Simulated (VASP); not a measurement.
# Rh (Fm-3m) in VASP: further runs

Runs on Rh. Level: PBE. Tasks: single point.

All numbers are computed with VASP 6.6.1; they aren't measurements. Logs are shortened: lines on timing, memory, paths and dates and some standing lists are left out, and cuts for length are marked.

### 1 The cell of the first run

The structure is cubic, space group Fm-3m (No. 225). Conventional cell: a = 3.796 Å, b = 3.796 Å, c = 3.796 Å, α = 90.00°, β = 90.00°, γ = 90.00°. Within 3.5 Å of Rh (site symmetry m-3m) lie 12 Rh at 2.68 Å.

### 2 Single point, PBE

File INCAR:

```
PREC = Accurate
ENCUT = 520
EDIFF = 1E-6
ISMEAR = 0
SIGMA = 0.025
LREAL = F
LASPH = T
NELM = 60
ALGO = Normal
ISIF = 2
LWAVE = F
LCHARG = F
GGA = PE
NBANDS = 14
```

File KPOINTS:

```
regular mesh
0
Gamma
  12 12 12
```

File POSCAR:

```
Rh
1.0
    0.0000000000      1.8978500000      1.8978500000
    1.8978500000      0.0000000000      1.8978500000
    1.8978500000      1.8978500000      0.0000000000
Rh
1
Direct
    0.0000000000      0.0000000000      0.0000000000
```

Potentials or basis: VASP PAW PBE potentials, release 64 (Rh_pv).

Launch:

```console
$ cat potpaw_PBE.64/Rh_pv/POTCAR > POTCAR
$ mpirun -np 1 vasp_std > vasp.out
```

OUTCAR:

```text
PREC = Accurate
   ENCUT = 520
   EDIFF = 1E-6
   ISMEAR = 0
   LREAL = F
   LASPH = T
   NELM = 60
   ISIF = 2
   GGA = PE

 ion  position               nearest neighbor table
   1  0.000  0.000  0.000-

  LATTYP: Found a face centered cubic cell.
 ALAT       =     3.7957000000

  Lattice vectors:

 A1 = (   0.0000000000,   1.8978500000,   1.8978500000)
 A2 = (   1.8978500000,   0.0000000000,   1.8978500000)
 A3 = (   1.8978500000,   1.8978500000,   0.0000000000)

Analysis of symmetry for initial positions (statically):
[... 33 lines left out ...]
                                     Primitive cell

  volume of cell :      13.6715

  direct lattice vectors                    reciprocal lattice vectors
     0.000000000  1.897850000  1.897850000    -0.263456016  0.263456016  0.263456016
     1.897850000  0.000000000  1.897850000     0.263456016 -0.263456016  0.263456016
     1.897850000  1.897850000  0.000000000     0.263456016  0.263456016 -0.263456016

  length of vectors
     2.683965209  2.683965209  2.683965209     0.456319205  0.456319205  0.456319205

  position of ions in fractional coordinates (direct lattice)
     0.000000000  0.000000000  0.000000000

  ion indices of the primitive-cell ions
   primitive index   ion index
                 1           1

----------------------------------------------------------------------------------------

 KPOINTS: regular mesh

Automatic generation of k-mesh.
 Grid dimensions read from file:
 generate k-points for:   12   12   12

 Generating k-lattice:

  Cartesian coordinates                     Fractional coordinates (reciprocal lattice)
    -0.021954668  0.021954668  0.021954668     0.083333333  0.000000000  0.000000000
     0.021954668 -0.021954668  0.021954668     0.000000000  0.083333333  0.000000000
     0.021954668  0.021954668 -0.021954668     0.000000000  0.000000000  0.083333333

  Length of vectors
     0.038026600  0.038026600  0.038026600

  Shift w.r.t. Gamma in fractional coordinates (k-lattice)
     0.000000000  0.000000000  0.000000000

 Subroutine IBZKPT returns following result:
 ===========================================

 Found     72 irreducible k-points:

 Following reciprocal coordinates:
            Coordinates               Weight
  0.000000  0.000000  0.000000      1.000000
  0.083333  0.000000  0.000000      8.000000
  0.166667  0.000000  0.000000      8.000000
  0.250000  0.000000  0.000000      8.000000
  0.333333  0.000000  0.000000      8.000000
  0.416667  0.000000  0.000000      8.000000
[... 16 lines left out ...]
  0.500000  0.166667  0.000000     24.000000
 -0.416667  0.166667  0.000000     24.000000
 [... further k-points ...]
   k-points           NKPTS =     72   k-points in BZ     NKDIM =     72   number of bands    NBANDS=     14
   number of dos      NEDOS =    301   number of ions     NIONS =      1
   total plane-waves  NPLWV =   8000
   dimension x,y,z NGX =    20 NGY =   20 NGZ =   20
   dimension x,y,z NGXF=    40 NGYF=   40 NGZF=   40
   ions per type =               1
   NGX,Y,Z   is equivalent  to a cutoff of  12.39, 12.39, 12.39 a.u.
   NGXF,Y,Z  is equivalent  to a cutoff of  24.78, 24.78, 24.78 a.u.
 SYSTEM =  unknown system
   PREC   = accura    normal or accurate (medium, high low for compatibility)
   ISTART =      0    job   : 0-new  1-cont  2-samecut
   ICHARG =      2    charge: 1-file 2-atom 10-const
   ISPIN  =      1    spin polarized calculation?
   LNONCOLLINEAR =      F non collinear calculations
   LSORBIT =      F    spin-orbit coupling
   LASPH  =      T    aspherical Exc in radial PAW
   ENCUT  =  520.0 eV  38.22 Ry    6.18 a.u.   4.99  4.99  4.99*2*pi/ulx,y,z
   NELM   =     60;   NELMIN=  2; NELMDL= -5     # of ELM steps
   EDIFF  = 0.1E-05   stopping-criterion for ELM
   LREAL  =      F    real-space projection
   EDIFFG = 0.1E-04   stopping-criterion for IOM
   NSW    =      0    number of steps for IOM
   IBRION =     -1    ionic relax: 0-MD 1-quasi-New 2-CG
   NFREE  =      0    steps in history (QN), initial steepest desc. (CG)
   ISIF   =      2    stress and relaxation
   ISYM   =      2    0-nonsym 1-usesym 2-fastsym
   POTIM  = 0.5000    time-step for ionic-motion
   TEBEG  =    0.0;   TEEND  =   0.0 temperature during run
   PSTRESS=    0.0 pullay stress
   NELECT =      15.0000    total number of electrons
   NUPDOWN=      -1.0000    fix difference up-down
   EMIN   =  10.00;   EMAX   =-10.00  energy-range for DOS
   EFERMI =   0.00;   METHOD = LEGACY
   ISMEAR =     0;   SIGMA  =   0.03  broadening in eV -4-tet -1-fermi 0-gaus
   EFERMI_NEDOS =   21; number of points for ismear=-14 and -15
   IALGO  =     38    algorithm
   IMIX   =      4    mixing-type and parameters
     AMIX     =   0.40;   BMIX     =  1.00
     AMIX_MAG =   1.60;   BMIX_MAG =  1.00
  volume/ion in A,a.u.               =      13.67        92.26
  Fermi-wavevector in a.u.,A,eV,Ry     =   1.688496  3.190795 38.790465  2.851019
  Thomas-Fermi vector in A             =   2.770792
   LORBIT       =      0    0 simple, 1 ext, 2 COOP (PROOUT), +10 PAW based schemes
   GGA     = PE    functional components
   LHFCALC =     F    Hartree Fock is set to
   AEXX    =    0.0000 exact exchange contribution
   IVDW    =     0    specifies the selected vdW correction
   LEPSILON=     F    determine dielectric tensor
   LRPA    =     F    only Hartree local field effects (RPA)
 non-spin polarized calculation
 Gauss-broadening in eV      SIGMA  =   0.03
  energy-cutoff  :      520.00
  volume of cell :       13.67
 maximum number of plane-waves:       380
   NGX =  9   NGY =  9   NGZ =  9

 number of electron      15.0000007 magnetization

 Free energy of the ion-electron system (eV)
  ---------------------------------------------------
  ext. energy  EPLUGINS =         0.00000000
  ---------------------------------------------------
  free energy    TOTEN  =        -7.25265597 eV

  energy without entropy =       -7.25200398  energy(sigma->0) =       -7.25232998

 E-fermi :  12.0564     XC(G=0): -14.0713

 val. band max:       12.0438421256   @ k =   0.3333   0.1667   0.0000
 cond. band min:      12.0708001476   @ k =   0.5000   0.4167   0.0000
 fundamental gap:      0.0269580220
 Fermi energy:        12.0564235631

 k-point     1 :       0.0000    0.0000    0.0000
  band No.  band energies     occupation
      1     -34.4046      2.00000
      2     -34.4046      2.00000
      3     -34.4046      2.00000
      4       4.0068      2.00000
      5       8.8898      2.00000
      6       8.8898      2.00000
      7       8.8898      2.00000
      8      10.9916      2.00000
      9      10.9916      2.00000
     10      28.0014      0.00000
     11      32.4772      0.00000
     12      33.4933      0.00000
     13      33.4933      0.00000
     14      33.4933      0.00000

 k-point     2 :       0.0833    0.0000    0.0000
  band No.  band energies     occupation
      1     -34.4563      2.00000
      2     -34.4116      2.00000
      3     -34.4116      2.00000
      4       4.2851      2.00000
      5       8.7704      2.00000
      6       8.9963      2.00000
      7       8.9963      2.00000
      8      10.9343      2.00000
      9      10.9343      2.00000
     10      28.3996      0.00000
     11      32.0996      0.00000
     12      32.4803      0.00000
     13      33.9025      0.00000
     14      33.9025      0.00000

 k-point     3 :       0.1667    0.0000    0.0000
  band No.  band energies     occupation
      1     -34.5961      2.00000
      2     -34.4305      2.00000
      3     -34.4305      2.00000
      4       5.0243      2.00000
      5       8.5593      2.00000
      6       9.2119      2.00000
      7       9.2119      2.00000
      8      10.8860      2.00000
      9      10.8860      2.00000
     10      29.2287      0.00000
     11      29.7515      0.00000
     12      32.4775      0.00000
     13      35.0375      0.00000
     14      35.0375      0.00000

 k-point     4 :       0.2500    0.0000    0.0000
  band No.  band energies     occupation
      1     -34.7840      2.00000
      2     -34.4564      2.00000
      3     -34.4564      2.00000
      4       5.7976      2.00000
      5       8.7712      2.00000
      6       9.2528      2.00000
      7       9.2528      2.00000
      8      11.1556      2.00000
      9      11.1556      2.00000
     10      27.1532      0.00000
     11      29.5981      0.00000
     12      32.4775      0.00000
     13      36.5003      0.00000
     14      36.5003      0.00000

 k-point     5 :       0.3333    0.0000    0.0000
  band No.  band energies     occupation
      1     -34.9686      2.00000
      2     -34.4821      2.00000
      3     -34.4821      2.00000
      4       6.0058      2.00000
      5       9.0731      2.00000
      6       9.0731      2.00000
      7      10.0089      2.00000
      8      11.7533      2.00000
      9      11.7533      2.00000
     10      24.4838      0.00000
     11      28.7252      0.00000
[... 276 lines left out ...]
 k-point    22 :       0.4167    0.1667    0.0000
  band No.  band energies     occupation
      1     -34.9959      2.00000
      2     -34.5788      2.00000
      3     -34.5501      2.00000
      4       6.5539      2.00000
      5       8.2722      2.00000
      6       9.0454      2.00000
      7       9.7711      2.00000
      8      12.5075      0.00000
      9      13.6333      0.00000
     10      23.8121      0.00000
     11      29.1484      0.00000
     12      31.3546      0.00000
     13      32.4714      0.00000
     14      33.1424      0.00000

 k-point    23 :       0.5000    0.1667    0.0000
  band No.  band energies     occupation
      1     -35.0749      2.00000
      2     -34.6187      2.00000
      3     -34.5507      2.00000
      4       6.5038      2.00000
      5       8.2080      2.00000
      6       9.5795      2.00000
      7       9.6810      2.00000
      8      12.6238      0.00000
      9      15.5696      0.00000
     10      21.2072      0.00000
     11      28.4031      0.00000
     12      31.5188      0.00000
     13      31.8624      0.00000
     14      32.4835      0.00000

 k-point    24 :      -0.4167    0.1667    0.0000
  band No.  band energies     occupation
      1     -35.0814      2.00000
      2     -34.6433      2.00000
      3     -34.5353      2.00000
      4       6.5716      2.00000
      5       8.2218      2.00000
      6       9.4881      2.00000
      7       9.9233      2.00000
      8      12.2523      0.00000
      9      16.1449      0.00000
     10      20.7941      0.00000
     11      28.0744      0.00000
     12      30.9579      0.00000
     13      32.4797      0.00000
     14      32.6426      0.00000

 [... further k-points ...]
[... 5 lines left out ...]
  --------------------------------------------------------------------------------------
  -------------------------------------------------------------------------------------
  Total        0.6333415      0.6333415      0.6333415     -0.0000000      0.0000000      0.0000000
  in kB       74.2220412     74.2220412     74.2220412     -0.0000000      0.0000000      0.0000000
  external PRESSURE =      74.2220412 kB  Pullay stress =       0.0000000 kB

 VOLUME and BASIS-vectors are now :
 -----------------------------------------------------------------------------
  energy-cutoff  :      520.00
  volume of cell :       13.67
      direct lattice vectors                 reciprocal lattice vectors
     0.000000000  1.897850000  1.897850000    -0.263456016  0.263456016  0.263456016
     1.897850000  0.000000000  1.897850000     0.263456016 -0.263456016  0.263456016
     1.897850000  1.897850000  0.000000000     0.263456016  0.263456016 -0.263456016

 POSITION                                       TOTAL-FORCE (eV/Angst)
 -----------------------------------------------------------------------------------
      0.00000      0.00000      0.00000         0.000000      0.000000      0.000000
 -----------------------------------------------------------------------------------
    total drift:                                0.000000     -0.000000      0.000000

  FREE ENERGIE OF THE ION-ELECTRON SYSTEM (eV)
  ---------------------------------------------------
  free  energy   TOTEN  =        -7.2526559677 eV

  energy  without entropy=       -7.2520039835  energy(sigma->0) =       -7.25232998
```

Wall time 8.9 s (1 thread of Intel Xeon 6975P-C, shared host); peak memory 0.13 GiB.

Results:

* Free energy: -7.2527 eV
* Pressure: 7.4 GPa

### 3 Single point, PBE

File INCAR:

```
PREC = Accurate ; ENCUT = 520
EDIFF = 1E-6 ; ISMEAR = 0
SIGMA = 0.023 ; LREAL = False
LASPH = True ; NELM = 100
ALGO = Normal ; ISIF = 2
LWAVE = False ; LCHARG = False
GGA = PE ; NBANDS = 14
```

File KPOINTS:

```
Automatic mesh
0
Gamma
  12 12 12
```

POSCAR is that of step 2.

Potentials or basis: VASP PAW PBE potentials, release 64 (Rh_pv).

Launch:

```console
$ cat potpaw_PBE.64/Rh_pv/POTCAR > POTCAR
$ mpirun -np 1 vasp_std > vasp.out
```

OUTCAR:

```text
PREC = Accurate
   ENCUT = 520
   EDIFF = 1E-6
   ISMEAR = 0
   LREAL = False
   LASPH = True
   NELM = 100
   ISIF = 2
   GGA = PE

 ion  position               nearest neighbor table
   1  0.000  0.000  0.000-

  LATTYP: Found a face centered cubic cell.
 ALAT       =     3.7957000000

  Lattice vectors:

 A1 = (   0.0000000000,   1.8978500000,   1.8978500000)
 A2 = (   1.8978500000,   0.0000000000,   1.8978500000)
 A3 = (   1.8978500000,   1.8978500000,   0.0000000000)

Analysis of symmetry for initial positions (statically):
=====================================================================
 Subroutine PRICEL returns:
 Original cell was already a primitive cell.

 Routine SETGRP: Setting up the symmetry group for a
 face centered cubic supercell.

 Subroutine GETGRP returns: Found 48 space group operations
 (whereof 48 operations were pure point group operations)
 out of a pool of 48 trial point group operations.

The static configuration has the point symmetry O_h .

Analysis of symmetry for dynamics (positions and initial velocities):
[... 170 lines left out ...]
      5       8.8899      2.00000
      6       8.8899      2.00000
      7       8.8899      2.00000
      8      10.9917      2.00000
      9      10.9917      2.00000
     10      28.0013      0.00000
     11      32.4773      0.00000
     12      33.4934      0.00000
     13      33.4934      0.00000
     14      33.4934      0.00000
[... 377 lines left out ...]
      1     -35.0813      2.00000
      2     -34.6433      2.00000
      3     -34.5353      2.00000
      4       6.5716      2.00000
      5       8.2218      2.00000
      6       9.4881      2.00000
      7       9.9233      2.00000
      8      12.2523      0.00000
      9      16.1450      0.00000
     10      20.7941      0.00000
     11      28.0744      0.00000
     12      30.9579      0.00000
     13      32.4798      0.00000
     14      32.6426      0.00000

 [... further k-points ...]

------------------------ aborting loop because EDIFF is reached ----------------------------------------

  FORCE on cell =-STRESS in cart. coord.  units (eV):
  Direction    XX          YY          ZZ          XY          YZ          ZX
  --------------------------------------------------------------------------------------
  -------------------------------------------------------------------------------------
  Total        0.6333303      0.6333303      0.6333303     -0.0000000      0.0000000      0.0000000
  in kB       74.2207247     74.2207247     74.2207247     -0.0000000      0.0000000      0.0000000
  external PRESSURE =      74.2207247 kB  Pullay stress =       0.0000000 kB

 VOLUME and BASIS-vectors are now :
 -----------------------------------------------------------------------------
  energy-cutoff  :      520.00
  volume of cell :       13.67
      direct lattice vectors                 reciprocal lattice vectors
     0.000000000  1.897850000  1.897850000    -0.263456016  0.263456016  0.263456016
     1.897850000  0.000000000  1.897850000     0.263456016 -0.263456016  0.263456016
     1.897850000  1.897850000  0.000000000     0.263456016  0.263456016 -0.263456016

 POSITION                                       TOTAL-FORCE (eV/Angst)
 -----------------------------------------------------------------------------------
      0.00000      0.00000      0.00000         0.000000      0.000000      0.000000
 -----------------------------------------------------------------------------------
    total drift:                                0.000000     -0.000000      0.000000

  FREE ENERGIE OF THE ION-ELECTRON SYSTEM (eV)
  ---------------------------------------------------
  free  energy   TOTEN  =        -7.2526051825 eV

  energy  without entropy=       -7.2520381026  energy(sigma->0) =       -7.25232164
```

Run time: 8.5 s. Hardware: 1 thread of Intel Xeon 6975P-C, shared host; peak memory 0.13 GiB.

What came out:

```
Free energy : -7.2526 eV
Pressure    : 7.4 GPa
```

Levels at points of the mesh, in eV from the Fermi level:
| k point | band 3 | band 4 | band 5 | band 6 | band 7 | band 8 | band 9 | band 10 | band 11 | band 12 |
| --- | --- | --- | --- | --- | --- | --- | --- | --- | --- | --- |
| (0.00, 0.00, 0.00) | -46.46 | -8.05 | -3.17 | -3.17 | -3.17 | -1.07 | -1.07 | 15.94 | 20.42 | 21.44 |
| (0.50, 0.00, 0.00) | -46.56 | -6.22 | -3.25 | -3.25 | 0.51 | 0.51 | 0.68 | 8.64 | 15.45 | 20.42 |
| (0.50, 0.50, 0.00) | -46.74 | -6.43 | -6.06 | 0.48 | 0.93 | 0.93 | 3.22 | 12.29 | 13.31 | 13.31 |

[end of part 1 of 2]
